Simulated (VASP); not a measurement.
# Sn (Im-3m) in VASP: notebook, part 2 of 2

VASP 6.6.1. The steps go on from the part before.

### 4 Single point, r2SCAN

This run uses another cell than the first one, of 27.38 Å³/atom.

POSCAR

```
Sn
1.0
   -1.8987723453      1.8987723453      1.8987723453
    1.8987723453     -1.8987723453      1.8987723453
    1.8987723453      1.8987723453     -1.8987723453
Sn
1
Direct
    0.0000000000      0.0000000000      0.0000000000
```

INCAR.step1

```
SYSTEM = Sn
PREC = Accurate
ENCUT = 520
ISMEAR = 1
SIGMA = 0.05
LREAL = .False.
LASPH = .True.
NELM = 60
NBANDS = 13
GGA = PE
ALGO = Normal
EDIFF = 1E-4
LWAVE = .True.
LCHARG = .False.
```

INCAR.step2

```
SYSTEM = Sn
PREC = Accurate
ENCUT = 520
EDIFF = 1E-6
ISMEAR = 1
SIGMA = 0.05
LREAL = .False.
LASPH = .True.
NELM = 60
ALGO = Normal
ISIF = 2
LWAVE = .False.
LCHARG = .True.
METAGGA = R2SCAN
LMIXTAU = .True.
LELF = .True.
LVHAR = .True.
NBANDS = 13
ISTART = 1
```

KPOINTS

```
Automatic mesh
0
Gamma
  16 16 16
  0 0 0
```

Potentials or basis: VASP PAW PBE potentials, release 64 (Sn_d).

Command:

```
> cat potpaw_PBE.64/Sn_d/POTCAR > POTCAR
> cp INCAR.step1 INCAR
> mpirun -np 1 vasp_std > vasp.out
> cp INCAR.step2 INCAR
> mpirun -np 1 vasp_std > vasp.out
```

OUTCAR:

```text
SYSTEM = Sn
   PREC = Accurate
   ENCUT = 520
   EDIFF = 1E-6
   ISMEAR = 1
   LREAL = .False.
   LASPH = .True.
   NELM = 60
   ISIF = 2
   METAGGA = R2SCAN
   ISTART = 1

 ion  position               nearest neighbor table
   1  0.000  0.000  0.000-

  LATTYP: Found a body centered cubic cell.
 ALAT       =     3.7975446906

  Lattice vectors:

 A1 = (  -1.8987723453,   1.8987723453,   1.8987723453)
 A2 = (   1.8987723453,  -1.8987723453,   1.8987723453)
 A3 = (   1.8987723453,   1.8987723453,  -1.8987723453)

Analysis of symmetry for initial positions (statically):
=====================================================================
 Subroutine PRICEL returns:
 Original cell was already a primitive cell.

 Routine SETGRP: Setting up the symmetry group for a
 body centered cubic supercell.

 Subroutine GETGRP returns: Found 48 space group operations
 (whereof 48 operations were pure point group operations)
 out of a pool of 48 trial point group operations.

The static configuration has the point symmetry O_h .

Analysis of symmetry for dynamics (positions and initial velocities):
=====================================================================
 Subroutine PRICEL returns:
 Original cell was already a primitive cell.

 Routine SETGRP: Setting up the symmetry group for a
 body centered cubic supercell.

 Subroutine GETGRP returns: Found 48 space group operations
 (whereof 48 operations were pure point group operations)
 out of a pool of 48 trial point group operations.

The dynamic configuration has the point symmetry O_h .

 Subroutine INISYM returns: Found 48 space group operations
 (whereof 48 operations are pure point group operations),
 and found     1 'primitive' translations

----------------------------------------------------------------------------------------

                                     Primitive cell

  volume of cell :      27.3829

  direct lattice vectors                    reciprocal lattice vectors
    -1.898772345  1.898772345  1.898772345     0.000000000  0.263328040  0.263328040
     1.898772345 -1.898772345  1.898772345     0.263328040  0.000000000  0.263328040
     1.898772345  1.898772345 -1.898772345     0.263328040  0.263328040  0.000000000

  length of vectors
     3.288770174  3.288770174  3.288770174     0.372402085  0.372402085  0.372402085

  position of ions in fractional coordinates (direct lattice)
     0.000000000  0.000000000  0.000000000

  ion indices of the primitive-cell ions
   primitive index   ion index
                 1           1

----------------------------------------------------------------------------------------

 KPOINTS: Automatic mesh

Automatic generation of k-mesh.
 Grid dimensions read from file:
 generate k-points for:   16   16   16

 Generating k-lattice:

  Cartesian coordinates                     Fractional coordinates (reciprocal lattice)
     0.000000000  0.016458002  0.016458002     0.062500000  0.000000000  0.000000000
     0.016458002  0.000000000  0.016458002     0.000000000  0.062500000  0.000000000
     0.016458002  0.016458002  0.000000000     0.000000000  0.000000000  0.062500000

  Length of vectors
     0.023275130  0.023275130  0.023275130

  Shift w.r.t. Gamma in fractional coordinates (k-lattice)
     0.000000000  0.000000000  0.000000000

 Subroutine IBZKPT returns following result:
 ===========================================

 Found    145 irreducible k-points:

 Following reciprocal coordinates:
            Coordinates               Weight
  0.000000  0.000000  0.000000      1.000000
  0.062500  0.000000  0.000000     12.000000
  0.125000  0.000000  0.000000     12.000000
  0.187500  0.000000  0.000000     12.000000
  0.250000  0.000000  0.000000     12.000000
  0.312500  0.000000  0.000000     12.000000
[... 16 lines left out ...]
  0.187500  0.187500  0.000000     24.000000
  0.250000  0.187500  0.000000     48.000000
 [... further k-points ...]
   k-points           NKPTS =    145   k-points in BZ     NKDIM =    145   number of bands    NBANDS=     13
   number of dos      NEDOS =    301   number of ions     NIONS =      1
   total plane-waves  NPLWV =  13824
   dimension x,y,z NGX =    24 NGY =   24 NGZ =   24
   dimension x,y,z NGXF=    48 NGYF=   48 NGZF=   48
   ions per type =               1
   NGX,Y,Z   is equivalent  to a cutoff of  12.13, 12.13, 12.13 a.u.
   NGXF,Y,Z  is equivalent  to a cutoff of  24.26, 24.26, 24.26 a.u.
 SYSTEM =  Sn
   PREC   = accura    normal or accurate (medium, high low for compatibility)
   ISTART =      1    job   : 0-new  1-cont  2-samecut
   ICHARG =      0    charge: 1-file 2-atom 10-const
   ISPIN  =      1    spin polarized calculation?
   LNONCOLLINEAR =      F non collinear calculations
   LSORBIT =      F    spin-orbit coupling
   LASPH  =      T    aspherical Exc in radial PAW
   ENCUT  =  520.0 eV  38.22 Ry    6.18 a.u.   6.11  6.11  6.11*2*pi/ulx,y,z
   NELM   =     60;   NELMIN=  2; NELMDL=  0     # of ELM steps
   EDIFF  = 0.1E-05   stopping-criterion for ELM
   LREAL  =      F    real-space projection
[... 7 lines left out ...]
   TEBEG  =    0.0;   TEEND  =   0.0 temperature during run
   PSTRESS=    0.0 pullay stress
   NELECT =      14.0000    total number of electrons
   NUPDOWN=      -1.0000    fix difference up-down
   EMIN   =  10.00;   EMAX   =-10.00  energy-range for DOS
   EFERMI =   0.00;   METHOD = LEGACY
   ISMEAR =     1;   SIGMA  =   0.05  broadening in eV -4-tet -1-fermi 0-gaus
   EFERMI_NEDOS =   21; number of points for ismear=-14 and -15
   IALGO  =     38    algorithm
   IMIX   =      4    mixing-type and parameters
     AMIX     =   0.40;   BMIX     =  1.00
     AMIX_MAG =   1.60;   BMIX_MAG =  1.00
  volume/ion in A,a.u.               =      27.38       184.79
  Fermi-wavevector in a.u.,A,eV,Ry     =   1.309055  2.473756 23.315289  1.713625
  Thomas-Fermi vector in A             =   2.439680
   LORBIT       =      0    0 simple, 1 ext, 2 COOP (PROOUT), +10 PAW based schemes
   METAGGA = R2SCAN    functional components
   LHFCALC =     F    Hartree Fock is set to
   AEXX    =    0.0000 exact exchange contribution
   IVDW    =     0    specifies the selected vdW correction
   LEPSILON=     F    determine dielectric tensor
   LRPA    =     F    only Hartree local field effects (RPA)
 non-spin polarized calculation
 Methfessel and Paxton  Order N= 1 SIGMA  =   0.05
  energy-cutoff  :      520.00
  volume of cell :       27.38
 maximum number of plane-waves:       749
   NGX = 13   NGY = 13   NGZ = 13

 number of electron      14.0000000 magnetization

 Free energy of the ion-electron system (eV)
  ---------------------------------------------------
  ext. energy  EPLUGINS =         0.00000000
  ---------------------------------------------------
  free energy    TOTEN  =       -24.49563031 eV

  energy without entropy =      -24.49570098  energy(sigma->0) =      -24.49565386

 E-fermi :   7.8917     XC(G=0): -11.2175

 val. band max:        7.8852002509   @ k =   0.3750   0.1875   0.0625
 cond. band min:       7.9369855429   @ k =   0.5000   0.5000   0.4375
 fundamental gap:      0.0517852920
 Fermi energy:         7.8916808125

 k-point     1 :       0.0000    0.0000    0.0000
  band No.  band energies     occupation
      1     -14.3116      2.00000
      2     -14.3115      2.00000
      3     -14.3115      2.00000
      4     -14.1622      2.00000
      5     -14.1622      2.00000
      6      -3.6493      2.00000
      7      16.3021      0.00000
      8      16.3021      0.00000
      9      16.3021      0.00000
     10      20.8435      0.00000
     11      20.8435      0.00000
     12      20.8435      0.00000
     13      21.1102      0.00000

 k-point     2 :       0.0625    0.0000    0.0000
  band No.  band energies     occupation
      1     -14.3135      2.00000
      2     -14.3089      2.00000
      3     -14.3029      2.00000
      4     -14.1643      2.00000
      5     -14.1625      2.00000
      6      -3.5597      2.00000
      7      15.5113      0.00000
      8      15.9219      0.00000
      9      16.1915      0.00000
     10      19.7336      0.00000
     11      19.9082      0.00000
[... 339 lines left out ...]
 k-point    24 :       0.2500    0.1875    0.0000
  band No.  band energies     occupation
      1     -14.3297      2.00000
      2     -14.2711      2.00000
      3     -14.1862      2.00000
      4     -14.1778      2.00000
      5     -14.1285      2.00000
      6      -0.3598      2.00000
      7       6.9353      2.00000
      8       9.1612      0.00000
      9      12.9796      0.00000
     10      18.2929      0.00000
     11      19.5653      0.00000
     12      22.2569      0.00000
     13      24.9674      0.00000

 [... further k-points ...]
[... 5 lines left out ...]
  --------------------------------------------------------------------------------------
  -------------------------------------------------------------------------------------
  Total       -0.0806622     -0.0806622     -0.0806622     -0.0000000     -0.0000000      0.0000000
  in kB       -4.7195636     -4.7195636     -4.7195636     -0.0000000     -0.0000000      0.0000000
  external PRESSURE =      -4.7195636 kB  Pullay stress =       0.0000000 kB

 VOLUME and BASIS-vectors are now :
 -----------------------------------------------------------------------------
  energy-cutoff  :      520.00
  volume of cell :       27.38
      direct lattice vectors                 reciprocal lattice vectors
    -1.898772345  1.898772345  1.898772345     0.000000000  0.263328040  0.263328040
     1.898772345 -1.898772345  1.898772345     0.263328040  0.000000000  0.263328040
     1.898772345  1.898772345 -1.898772345     0.263328040  0.263328040  0.000000000

 POSITION                                       TOTAL-FORCE (eV/Angst)
 -----------------------------------------------------------------------------------
      0.00000      0.00000      0.00000         0.000000     -0.000000      0.000000
 -----------------------------------------------------------------------------------
    total drift:                               -0.000000      0.000000      0.000000

  FREE ENERGIE OF THE ION-ELECTRON SYSTEM (eV)
  ---------------------------------------------------
  free  energy   TOTEN  =       -24.4956303065 eV

  energy  without entropy=      -24.4957009756  energy(sigma->0) =      -24.49565386
```

OUTCAR.step1:

```text
SYSTEM = Sn
   PREC = Accurate
   ENCUT = 520
   ISMEAR = 1
   LREAL = .False.
   LASPH = .True.
   NELM = 60
[... 600 lines left out ...]
 -----------------------------------------------------------------------------------
      0.00000      0.00000      0.00000         0.000000     -0.000000     -0.000000
 -----------------------------------------------------------------------------------
    total drift:                               -0.000000      0.000000     -0.000000

  FREE ENERGIE OF THE ION-ELECTRON SYSTEM (eV)
  ---------------------------------------------------
  free  energy   TOTEN  =        -3.7718855176 eV

  energy  without entropy=       -3.7719890995  energy(sigma->0) =       -3.77192004
```

It took 1.9 min on 1 thread of Intel Xeon 8259CL, shared host; peak memory 0.18 GiB.

What came out:

```yaml
Free_energy: -24.4956 eV
Pressure: -0.5 GPa
Band_gap_on_the_k_mesh: zero (bands 7 and 8 overlap by 10.86 eV)
```

Levels at points of the mesh, in eV from the Fermi level:
```csv
k point,band 3,band 4,band 5,band 6,band 7,band 8,band 9,band 10,band 11,band 12
"(0.00, 0.00, 0.00)",-22.20,-22.05,-22.05,-11.54,8.41,8.41,8.41,12.95,12.95,12.95
"(0.50, 0.00, 0.00)",-22.06,-22.06,-21.97,-6.59,-4.59,3.77,5.87,8.58,8.65,15.94
"(0.50, 0.50, 0.50)",-21.99,-21.99,-21.99,-2.32,-0.53,-0.53,-0.53,4.24,4.24,19.11
```

Caveat: the PAW data sets were made with another functional, which shifts forces and pressure a little; spin-orbit coupling is left out, which moves the levels of the heavy elements.

### 5 Summary

```tsv
cell	gap on the mesh (eV)	pressure (GPa)
a = 3.267 Å, angles 109.5°, 1 atom	none	0.5
a = 3.278 Å, angles 109.5°, 1 atom	none	0.0
a = 3.289 Å, angles 109.5°, 1 atom	none	-0.5
```

Alike in all rows: task single point; level r2SCAN; potentials or basis VASP PAW PBE potentials, release 64 (Sn_d); no spin polarisation; k mesh 16 × 16 × 16; cutoff (eV) 520; smearing methfessel-paxton 0.05 eV.

Caveats: the PAW data sets were made with another functional, which shifts forces and pressure a little; spin-orbit coupling is left out, which moves the levels of the heavy elements.

Absolute energies hang on the potentials; compare differences alone.

The gap in the log of VASP goes by the Fermi energy; the results here count the filled bands.